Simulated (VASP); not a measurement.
The system is KBr.

```
CELL_PARAMETERS angstrom
0.00000 3.30000 3.30000
3.30000 0.00000 3.30000
3.30000 3.30000 0.00000
ATOMIC_POSITIONS crystal
Br 0.50000 0.50000 0.50000
K 0.00000 0.00000 0.00000
```

Base run:

- Program: VASP 6.6.1
- Functional: r2SCAN
- Potentials or basis: VASP PAW PBE potentials, release 64 (Br, K_sv)
- Cutoff: 520 eV
- k mesh: 7 × 7 × 7
- Occupations: fermi-dirac, width 0.05 eV
- Spin: no spin polarisation

Its results: band gap on the k mesh 5.08 eV, direct; pressure 0.1 GPa.

**Question.** The run is repeated on the same cell with these changes: functional from r2SCAN to revPBE. What comes out?

**Answer.** Band gap on the k mesh 4.72 eV, direct; pressure 1.9 GPa.

r2SCAN gives the wider gap, since meta-GGAs in the generalised Kohn-Sham scheme recover part of the derivative discontinuity.

Caveats: the PAW data sets were made with another functional, which shifts forces and pressure a little.

A k mesh can miss the band edges.
